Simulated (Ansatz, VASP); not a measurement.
Two plane-wave programs on Se

```xyz
2
Lattice="4.4405 0.0000 0.0000 -2.2202 3.8456 0.0000 0.0000 0.0000 4.8574" Properties=species:S:1:pos:R:3 pbc="T T T"
Se    0.0000    2.5637    0.0000
Se    2.2202    1.2819    0.0000
```

Alike in both runs: functional PBE; k mesh 6 × 6 × 4; occupations gaussian, width 0.1 eV; no spin polarisation.

Ansatz relaxed the structure, and its values are those at the end. VASP's run is a single point on that final structure, the one shown.

|  | VASP | Ansatz |
| --- | --- | --- |
| version | VASP 6.6.1 | Ansatz 0.2.0 |
| potentials or method | VASP PAW PBE potentials, release 64 (Se), cutoff 520 eV | scalar-relativistic, plane waves, PAW |
| valence electrons in the cell | 12 | 32 |

|  | VASP | Ansatz | Ansatz less VASP |
| --- | --- | --- | --- |
| gap on the k mesh at the Fermi level (eV) | none | none | - |
| pressure (GPa) | 0.2 | 0.2 | -0.02 |

A gap of «none» marks a metal or a gap that the smearing closes. VASP's potentials hold 12 valence electrons a cell and Ansatz's 32, so a difference there can come from the potentials and not from the codes.
